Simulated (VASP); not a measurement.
Here is a VASP 6.6.1 calculation.

Contents of INCAR:

```
ALGO     = Normal         # electronic algorithm
EDIFF    = 1E-6           # SCF threshold, eV
EDIFFG   = -0.01          # ionic threshold
ENCUT    = 600            # plane-wave cutoff, eV
GGA      = PS             # functional
IBRION   = 2              # ionic algorithm
ISIF     = 3              # what is computed and relaxed
ISMEAR   = -1             # smearing method
LASPH    = True           # aspherical terms in the spheres
LCHARG   = False          # write CHGCAR
LREAL    = False          # projectors in reciprocal space
LWAVE    = False          # write WAVECAR
NELM     = 80             # most SCF steps
NSW      = 80             # ionic steps
PREC     = Accurate       # precision mode
SIGMA    = 0.1            # smearing width, eV
```

The input KPOINTS:

```
k-points
0
Gamma
  5 5 5
```

POSCAR

```
Ir
1.0
    4.8373408790      0.0000000000      0.0000000000
    0.0000000000      4.8373408790      0.0000000000
    0.0000000000      0.0000000000      4.8373408790
Ir
8
Direct
    0.0000000000      0.0000000000      0.0000000000
    0.5000000000      0.5000000000      0.5000000000
    0.2500000000      0.0000000000      0.5000000000
    0.7500000000      0.0000000000      0.5000000000
    0.5000000000      0.2500000000      0.0000000000
    0.5000000000      0.7500000000      0.0000000000
    0.0000000000      0.5000000000      0.2500000000
    0.0000000000      0.5000000000      0.7500000000
```

Potentials or basis: VASP PAW PBE potentials, release 64 (Ir).

The run is started by

```bash
$ cat potpaw_PBE.64/Ir/POTCAR > POTCAR
$ mpirun -np 1 vasp_std > vasp.out
```

Estimate the band gap on the k mesh.

zero (bands 36 and 37 overlap by 0.52 eV).

Estimate the relaxed cell.

a = 4.896 Å, b = 4.896 Å, c = 4.896 Å, α = 90.00°, β = 90.00°, γ = 90.00°.

Estimate the space group after relaxing (to 0.1 Å).

Pm-3n (No. 223).

Step by step:
```tsv
step	energy change (eV)	largest force (eV/Å)	pressure (GPa)	volume (Å³)
1	0.0000	0.0000	13.72	113.19
2	1.8160	0.0000	-32.91	134.23
3	-0.1716	0.0000	-0.77	117.63
4	-0.1723	0.0000	-0.06	117.39
```

Caveat: the PAW data sets were made with another functional, which shifts forces and pressure a little; spin-orbit coupling is left out, which moves the levels of the heavy elements.
